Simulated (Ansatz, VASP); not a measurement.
# Bi2Te3 in VASP and in Ansatz

```
Te Bi
1.0
     4.38231    0.00000    0.00000
    -2.19115    3.79519    0.00000
     0.00000    0.00000   32.57369
Te Bi
6 4
Direct
  0.00000 0.00000 0.23091
  0.66667 0.33333 0.34495
  0.33333 0.66667 0.45972
  0.66667 0.33333 0.54028
  0.33333 0.66667 0.65505
  0.00000 0.00000 0.76909
  0.33333 0.66667 0.28300
  0.00000 0.00000 0.40681
  0.00000 0.00000 0.59319
  0.66667 0.33333 0.71700
```

Alike in both runs: functional PBEsol; k mesh 9 × 9 × 1; occupations gaussian, width 0.05 eV; no spin polarisation.

Ansatz relaxed the structure, and its values are those at the end. VASP's run is a single point on that final structure, the one shown.

|  | VASP | Ansatz |
| --- | --- | --- |
| version | VASP 6.6.1 | Ansatz 0.2.0 |
| potentials or method | VASP PAW PBE potentials, release 64 (Te, Bi_d), cutoff 520 eV | scalar-relativistic, plane waves, PAW |
| valence electrons in the cell | 96 | 156 |

```tsv
	VASP	Ansatz	Ansatz less VASP
gap on the k mesh at the Fermi level (eV)	0.49	0.51	+0.014
least direct gap on the mesh (eV)	0.49	0.51	+0.014
rms of the force components (eV/Å)	0.007	0.001	-0.0053
```

VASP's potentials were made for PBE, not for PBEsol. VASP's potentials hold 96 valence electrons a cell and Ansatz's 156, so a difference there can come from the potentials and not from the codes. Ansatz's warnings: xc potential rough in thin density.

Spin-orbit coupling is off throughout.
